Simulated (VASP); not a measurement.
Li, 16 atoms in the cell. The typed cell holds 16 atoms: a = 6.524 Å, b = 5.969 Å, c = 6.321 Å, α = 91.36°, β = 90.62°, γ = 89.15°. 

```yaml
Program: VASP 6.6.1
Task: single point
Functional: PBE
Potentials_or_basis: VASP PAW PBE potentials, release 64 (Li_sv)
Cutoff: 520 eV
k_mesh: 2 × 2 × 2
Occupations: fermi-dirac, width 0.1 eV
Spin: no spin polarisation
Dipole_correction: no
Further_INCAR_settings: LREAL = Auto; ALGO = Normal; EDIFF = 1e-06; NBANDS = 38
```

Potentials or basis: VASP PAW PBE potentials, release 64 (Li_sv).

Launch:

```bash
$ cat potpaw_PBE.64/Li_sv/POTCAR > POTCAR
$ mpirun -np 1 vasp_std > vasp.out
```

Hardware: 1 thread of AMD EPYC 9R45 96-Core Processor (Zen 5), on a shared host.

Task: How long does it take, and how much memory?

Result: Run time: 72 s on 1 thread of AMD EPYC 9R45 96-Core Processor (Zen 5) (shared host), peak memory 0.3 GiB. Counts: scf iterations 13, k points 8.
